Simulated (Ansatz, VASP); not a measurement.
Two plane-wave programs on Tl

File INCAR:

```
SYSTEM = Tl
PREC = Accurate
ENCUT = 520
EDIFF = 1E-6
ISMEAR = -1
SIGMA = 0.1
LREAL = .False.
LASPH = .True.
NELM = 60
ALGO = Normal
ISIF = 2
LWAVE = .False.
LCHARG = .True.
GGA = B5
ALDAX = 1.0
AGGAX = 1.0
AGGAC = 1.0
ALDAC = 0.0
LELF = .True.
LVHAR = .True.
NBANDS = 20
```

The input KPOINTS:

```
Automatic mesh
0
Gamma
  16 16 9
  0 0 0
```

The input POSCAR:

```
Tl
1.0
    3.8764517891      0.0000000000      0.0000000000
   -1.9382258945      3.3571057259      0.0000000000
    0.0000000000      0.0000000000      5.9104670607
Tl
2
Direct
    0.3333333333      0.6666666667      0.2500000000
    0.6666666667      0.3333333333      0.7500000000
```

Input for Ansatz:

```yaml
crystal:
  lattice:
    - [3.8764517891, 0.0, 0.0]
    - [-1.9382258945, 3.3571057259, 0.0]
    - [0.0, 0.0, 5.9104670607]
  atoms:
    - { symbol: Tl, position: [0.3333333333, 0.6666666667, 0.25] }
    - { symbol: Tl, position: [0.6666666667, 0.3333333333, 0.75] }
hamiltonian:
  xc: blyp
  pseudopotentials:
    kind: paw
    azcp:
      Tl: "pseudopotentials/Tl.paw.azcp"
basis:
  ecutwfc: 420
  fft_grid_basis: typed
kpoints:
  mp_grid: { grid: [16, 16, 9], shift: [0, 0, 0] }
magnetization:
  spin_polarized: false
scf:
  occupations: { method: fermi_dirac, width: 0.1 }
output:
  stress: true
```

Alike in both runs: task single point; functional BLYP; k mesh 16 × 16 × 9; occupations fermi-dirac, width 0.1 eV; no spin polarisation.

|  | VASP | Ansatz |
| --- | --- | --- |
| version | VASP 6.6.1 | Ansatz 0.2.0 |
| potentials or method | VASP PAW PBE potentials, release 64 (Tl_d), cutoff 520 eV | plane waves (420 eV) with PAW, scalar-relativistic |
| valence electrons in the cell | 26 | 26 |

|  | VASP | Ansatz | Ansatz less VASP |
| --- | --- | --- | --- |
| pressure (GPa) | -1.1 | -1.1 | +0.01 |
| traceless stress, the component that is largest in VASP (GPa) | -0.11 | -0.11 | -0.007 |

VASP's potentials were made for PBE, not for BLYP.

Spin-orbit coupling is off throughout.
